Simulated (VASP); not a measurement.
# SrTiO3 (P4/mmm) in VASP: single point with HSE06

Aim: the single point of SrTiO3 with HSE06.

Everything below comes from runs of VASP 6.6.1. Logs are shortened: lines on timing, memory, paths and dates and some standing lists are left out, and cuts for length are marked.

### Step 1. The cell of the first run

The structure is tetragonal, space group P4/mmm (No. 123). Conventional cell: a = 3.907 Å, b = 3.907 Å, c = 3.985 Å, α = 90.00°, β = 90.00°, γ = 90.00°. Within 3.6 Å of Sr (site symmetry 4/mmm) lie 12 O at 2.76 to 2.79 Å and 8 Ti at 3.41 Å. Ti (site symmetry 4/mmm) has 6 O at 1.95 to 1.99 Å within 2.6 Å. Within 2.6 Å of O (site symmetry 4/mmm) lie 2 Ti at 1.99 Å. O (site symmetry mmm) has 2 Ti at 1.95 Å within 2.6 Å.

### Step 2. Single point, HSE06 (uniaxial z strain +2.0%)

The input, POSCAR:

```
SrTiO3
1.0
    3.9068515016      0.0000000000      0.0000000000
    0.0000000000      3.9068515016      0.0000000000
    0.0000000000      0.0000000000      3.9849885316
Sr Ti O
1 1 3
Direct
    0.0000000000      0.0000000000      0.0000000000
    0.5000000000      0.5000000000      0.5000000000
    0.5000000000      0.5000000000      0.0000000000
    0.5000000000      0.0000000000      0.5000000000
    0.0000000000      0.5000000000      0.5000000000
```

The input, INCAR.step1:

```
  PREC = Accurate
  ENCUT = 520
  EDIFF = 1E-5
  ISMEAR = 0
  SIGMA = 0.01
  LREAL = F
  LASPH = T
  NELM = 80
  ALGO = Normal
  ISIF = 2
  LWAVE = T
  LCHARG = F
  GGA = PE
  NBANDS = 28
  KPAR = 4
```

The input, INCAR.step2:

```
  PREC = Accurate
  ENCUT = 520
  EDIFF = 1E-6
  ISMEAR = 0
  SIGMA = 0.01
  LREAL = F
  LASPH = T
  NELM = 80
  ALGO = Normal
  ISIF = 2
  LWAVE = F
  LCHARG = F
  GGA = PE
  LHFCALC = T
  HFSCREEN = 0.2079
  PRECFOCK = Fast
  ISTART = 1
  NBANDS = 28
  KPAR = 4
```

The input, KPOINTS:

```
regular mesh
0
Gamma
  4 4 4
```

Potentials or basis: VASP PAW PBE potentials, release 64 (Sr_sv, Ti_sv, O).

Started as:

```
> cat potpaw_PBE.64/Sr_sv/POTCAR potpaw_PBE.64/Ti_sv/POTCAR potpaw_PBE.64/O/POTCAR > POTCAR
> cp INCAR.step1 INCAR
> mpirun -np 4 vasp_std > vasp.out
> cp INCAR.step2 INCAR
> mpirun -np 4 vasp_std > vasp.out
```

OUTCAR:

```text
PREC = Accurate
   ENCUT = 520
   EDIFF = 1E-6
   ISMEAR = 0
   LREAL = F
   LASPH = T
   NELM = 80
   ISIF = 2
   GGA = PE
   LHFCALC = T
   HFSCREEN = 0.2079
   PRECFOCK = Fast
   ISTART = 1

 ion  position               nearest neighbor table
   1  0.000  0.000  0.000-   3 2.76   3 2.76   3 2.76   3 2.76   5 2.79   4 2.79   5 2.79   5 2.79
                             5 2.79   4 2.79   4 2.79   4 2.79   2 3.41   2 3.41   2 3.41   2 3.41
   2  0.500  0.500  0.500-   4 1.95   5 1.95   4 1.95   5 1.95   3 1.99   3 1.99   1 3.41   1 3.41
                             1 3.41   1 3.41   1 3.41   1 3.41   1 3.41   1 3.41
   3  0.500  0.500  0.000-   2 1.99   2 1.99   1 2.76   1 2.76   1 2.76   1 2.76
   4  0.500  0.000  0.500-   2 1.95   2 1.95   1 2.79   1 2.79   1 2.79   1 2.79
   5  0.000  0.500  0.500-   2 1.95   2 1.95   1 2.79   1 2.79   1 2.79   1 2.79

  LATTYP: Found a simple tetragonal cell.
 ALAT       =     3.9068515016
 C/A-ratio  =     1.0200000000

  Lattice vectors:

 A1 = (   3.9068515016,   0.0000000000,   0.0000000000)
 A2 = (   0.0000000000,   3.9068515016,   0.0000000000)
 A3 = (   0.0000000000,   0.0000000000,   3.9849885316)

Analysis of symmetry for initial positions (statically):
=====================================================================
 Subroutine PRICEL returns:
 Original cell was already a primitive cell.

 Routine SETGRP: Setting up the symmetry group for a
 simple tetragonal supercell.

 Subroutine GETGRP returns: Found 16 space group operations
 (whereof 16 operations were pure point group operations)
 out of a pool of 16 trial point group operations.

The static configuration has the point symmetry D_4h.

Analysis of symmetry for dynamics (positions and initial velocities):
=====================================================================
 Subroutine PRICEL returns:
 Original cell was already a primitive cell.

 Routine SETGRP: Setting up the symmetry group for a
 simple tetragonal supercell.

 Subroutine GETGRP returns: Found 16 space group operations
 (whereof 16 operations were pure point group operations)
 out of a pool of 16 trial point group operations.

The dynamic configuration has the point symmetry D_4h.

 Subroutine INISYM returns: Found 16 space group operations
 (whereof 16 operations are pure point group operations),
 and found     1 'primitive' translations

----------------------------------------------------------------------------------------

                                     Primitive cell

  volume of cell :      60.8248

  direct lattice vectors                    reciprocal lattice vectors
     3.906851502  0.000000000  0.000000000     0.255960586  0.000000000  0.000000000
     0.000000000  3.906851502  0.000000000     0.000000000  0.255960586  0.000000000
     0.000000000  0.000000000  3.984988532     0.000000000  0.000000000  0.250941751

  length of vectors
     3.906851502  3.906851502  3.984988532     0.255960586  0.255960586  0.250941751

  position of ions in fractional coordinates (direct lattice)
     0.000000000  0.000000000  0.000000000
     0.500000000  0.500000000  0.500000000
     0.500000000  0.500000000  0.000000000
     0.500000000  0.000000000  0.500000000
     0.000000000  0.500000000  0.500000000

  ion indices of the primitive-cell ions
   primitive index   ion index
                 1           1
                 2           2
                 3           3
                 4           4
                 5           5

----------------------------------------------------------------------------------------

 KPOINTS: regular mesh

Automatic generation of k-mesh.
 Grid dimensions read from file:
 generate k-points for:    4    4    4

 Generating k-lattice:

  Cartesian coordinates                     Fractional coordinates (reciprocal lattice)
     0.063990147  0.000000000  0.000000000     0.250000000  0.000000000  0.000000000
     0.000000000  0.063990147  0.000000000     0.000000000  0.250000000  0.000000000
     0.000000000  0.000000000  0.062735438     0.000000000  0.000000000  0.250000000

  Length of vectors
     0.063990147  0.063990147  0.062735438

  Shift w.r.t. Gamma in fractional coordinates (k-lattice)
     0.000000000  0.000000000  0.000000000

 Subroutine IBZKPT returns following result:
 ===========================================

 Found     18 irreducible k-points:

 Following reciprocal coordinates:
            Coordinates               Weight
  0.000000  0.000000  0.000000      1.000000
  0.250000  0.000000  0.000000      4.000000
  0.500000  0.000000  0.000000      2.000000
  0.250000  0.250000  0.000000      4.000000
  0.500000  0.250000  0.000000      4.000000
  0.500000  0.500000  0.000000      1.000000
[... 10 lines left out ...]
  0.500000  0.250000  0.500000      4.000000
  0.500000  0.500000  0.500000      1.000000
   k-points           NKPTS =     18   k-points in BZ     NKDIM =     64   number of bands    NBANDS=     28
   number of dos      NEDOS =    301   number of ions     NIONS =      5
   total plane-waves  NPLWV =  27000
   dimension x,y,z NGX =    30 NGY =   30 NGZ =   30
   dimension x,y,z NGXF=    60 NGYF=   60 NGZF=   60
   ions per type =               1   1   3
   NGX,Y,Z   is equivalent  to a cutoff of  12.77, 12.77, 12.52 a.u.
   NGXF,Y,Z  is equivalent  to a cutoff of  25.53, 25.53, 25.03 a.u.
 SYSTEM =  unknown system
   PREC   = accura    normal or accurate (medium, high low for compatibility)
   ISTART =      1    job   : 0-new  1-cont  2-samecut
   ICHARG =      0    charge: 1-file 2-atom 10-const
   ISPIN  =      1    spin polarized calculation?
   LNONCOLLINEAR =      F non collinear calculations
   LSORBIT =      F    spin-orbit coupling
   LASPH  =      T    aspherical Exc in radial PAW
   ENCUT  =  520.0 eV  38.22 Ry    6.18 a.u.   7.26  7.26  7.41*2*pi/ulx,y,z
   NELM   =     80;   NELMIN=  2; NELMDL=  0     # of ELM steps
   EDIFF  = 0.1E-05   stopping-criterion for ELM
   LREAL  =      F    real-space projection
   EDIFFG = 0.1E-04   stopping-criterion for IOM
   NSW    =      0    number of steps for IOM
   IBRION =     -1    ionic relax: 0-MD 1-quasi-New 2-CG
   NFREE  =      0    steps in history (QN), initial steepest desc. (CG)
   ISIF   =      2    stress and relaxation
   ISYM   =      3    0-nonsym 1-usesym 2-fastsym
   POTIM  = 0.5000    time-step for ionic-motion
   TEBEG  =    0.0;   TEEND  =   0.0 temperature during run
   PSTRESS=    0.0 pullay stress
   NELECT =      40.0000    total number of electrons
   NUPDOWN=      -1.0000    fix difference up-down
   EMIN   =  10.00;   EMAX   =-10.00  energy-range for DOS
   EFERMI =   0.00;   METHOD = LEGACY
   ISMEAR =     0;   SIGMA  =   0.01  broadening in eV -4-tet -1-fermi 0-gaus
   EFERMI_NEDOS =   21; number of points for ismear=-14 and -15
   IALGO  =     38    algorithm
   IMIX   =      1    mixing-type and parameters
     AMIX     =   0.40;   BMIX     =  1.00
     AMIX_MAG =   1.60;   BMIX_MAG =  1.00
  volume/ion in A,a.u.               =      12.16        82.09
  Fermi-wavevector in a.u.,A,eV,Ry     =   1.423643  2.690296 27.575749  2.026760
  Thomas-Fermi vector in A             =   2.544219
   LORBIT       =      0    0 simple, 1 ext, 2 COOP (PROOUT), +10 PAW based schemes
   GGA     = PE    functional components
   LHFCALC =     T    Hartree Fock is set to
   PRECFOCK=fast      Normal, Fast or Accurate (Low or Medium for compatibility)
   ENCUT4O =  -1.0   cutoff for four orbital integrals eV
   NKREDX  =     1    reduce k-point grid by
   NKREDY  =     1    reduce k-point grid by
   NKREDZ  =     1    reduce k-point grid by
   AEXX    =    0.2500 exact exchange contribution
   HFSCREEN=    0.2079 screening length (either q_TF or 0.3 A-1)
   HFSCREENC=   0.2079 screening length for correlation (either q_TF or 0.3 A-1)
   ENCUTFOCK=  -1.0 apply spherical cutoff to Coloumb kernel
   IVDW    =     0    specifies the selected vdW correction
   LEPSILON=     F    determine dielectric tensor
   LRPA    =     F    only Hartree local field effects (RPA)
 non-spin polarized calculation
 Gauss-broadening in eV      SIGMA  =   0.01
  energy-cutoff  :      520.00
  volume of cell :       60.82
 maximum number of plane-waves:      1651
 NGX is ok and might be reduce to    30
  NGX = 16; NGY = 16; NGZ = 16

 number of electron      39.9999996 magnetization

 Free energy of the ion-electron system (eV)
  ---------------------------------------------------
  ext. energy  EPLUGINS =         0.00000000
  ---------------------------------------------------
  free energy    TOTEN  =       -48.58331647 eV

  energy without entropy =      -48.58331647  energy(sigma->0) =      -48.58331647

 E-fermi :   3.1392     XC(G=0):  -9.1658

 val. band max:        3.0030415491   @ k =   0.5000   0.5000   0.5000
 cond. band min:       6.2059486744   @ k =   0.0000   0.0000   0.0000
 fundamental gap:      3.2029071253
 Fermi energy:         3.1392027322

 k-point     1 :       0.0000    0.0000    0.0000
  band No.  band energies     occupation
      1     -57.9689      2.00000
      2     -32.5423      2.00000
      3     -32.5423      2.00000
      4     -32.5241      2.00000
      5     -31.7747      2.00000
      6     -16.0685      2.00000
[... 20 lines left out ...]
     27      10.0672      0.00000
     28      10.6213      0.00000

 k-point     2 :       0.2500    0.0000    0.0000
  band No.  band energies     occupation
      1     -57.9682      2.00000
      2     -32.5850      2.00000
      3     -32.5399      2.00000
      4     -32.5217      2.00000
      5     -31.7550      2.00000
      6     -16.0514      2.00000
[... 20 lines left out ...]
     27      11.0488      0.00000
     28      12.0760      0.00000

 k-point     3 :       0.5000    0.0000    0.0000
  band No.  band energies     occupation
      1     -57.9675      2.00000
      2     -32.6265      2.00000
      3     -32.5376      2.00000
      4     -32.5193      2.00000
      5     -31.7362      2.00000
      6     -16.1400      2.00000
[... 430 lines left out ...]
      3     -32.5716      2.00000
      4     -32.5696      2.00000
      5     -31.7240      2.00000
      6     -15.0806      2.00000
[... 20 lines left out ...]
     27      12.7854      0.00000
     28      12.8937      0.00000

 k-point    18 :       0.5000    0.5000    0.5000
  band No.  band energies     occupation
      1     -57.9651      2.00000
      2     -32.6052      2.00000
      3     -32.6052      2.00000
      4     -32.5689      2.00000
      5     -31.7142      2.00000
      6     -14.6872      2.00000
[... 20 lines left out ...]
     27      12.7897      0.00000
     28      13.1407      0.00000

------------------------ aborting loop because EDIFF is reached ----------------------------------------

  FORCE on cell =-STRESS in cart. coord.  units (eV):
  Direction    XX          YY          ZZ          XY          YZ          ZX
  --------------------------------------------------------------------------------------
  -------------------------------------------------------------------------------------
  Total       -1.2087288     -1.2087288     -2.7795795      0.0000000      0.0000000      0.0000000
  in kB      -31.8389366    -31.8389366    -73.2164725      0.0000000      0.0000000      0.0000000
  external PRESSURE =     -45.6314486 kB  Pullay stress =       0.0000000 kB

 VOLUME and BASIS-vectors are now :
 -----------------------------------------------------------------------------
  energy-cutoff  :      520.00
  volume of cell :       60.82
      direct lattice vectors                 reciprocal lattice vectors
     3.906851502  0.000000000  0.000000000     0.255960586  0.000000000  0.000000000
     0.000000000  3.906851502  0.000000000     0.000000000  0.255960586  0.000000000
     0.000000000  0.000000000  3.984988532     0.000000000  0.000000000  0.250941751

 POSITION                                       TOTAL-FORCE (eV/Angst)
 -----------------------------------------------------------------------------------
      0.00000      0.00000      0.00000         0.000000      0.000000      0.000000
      1.95343      1.95343      1.99249         0.000000      0.000000      0.000000
      1.95343      1.95343      0.00000         0.000000      0.000000      0.000000
      1.95343      0.00000      1.99249         0.000000      0.000000      0.000000
      0.00000      1.95343      1.99249         0.000000      0.000000      0.000000
 -----------------------------------------------------------------------------------
    total drift:                                0.000003     -0.000002     -0.000001

  FREE ENERGIE OF THE ION-ELECTRON SYSTEM (eV)
  ---------------------------------------------------
  free  energy   TOTEN  =       -48.5833164710 eV

  energy  without entropy=      -48.5833164710  energy(sigma->0) =      -48.58331647
```

Wall time 15 min (4 MPI ranks of Oxide Virtual Turin-like, shared host); peak memory 0.27 GiB.

What came out:

```yaml
Free_energy: -48.5833 eV
Pressure: -4.6 GPa
Band_gap_on_the_k_mesh: 3.20 eV (least direct gap 3.61 eV)
```

Stress tensor (GPa, compression positive):
```
-3.18  0.00  0.00
 0.00 -3.18  0.00
 0.00  0.00 -7.32
```

Caveat: the cell differs from its parent crystal (uniaxial z strain +2.0%); the cell stands under tension; the PAW data sets were made with another functional, which shifts forces and pressure a little. A k mesh can miss the band edges.
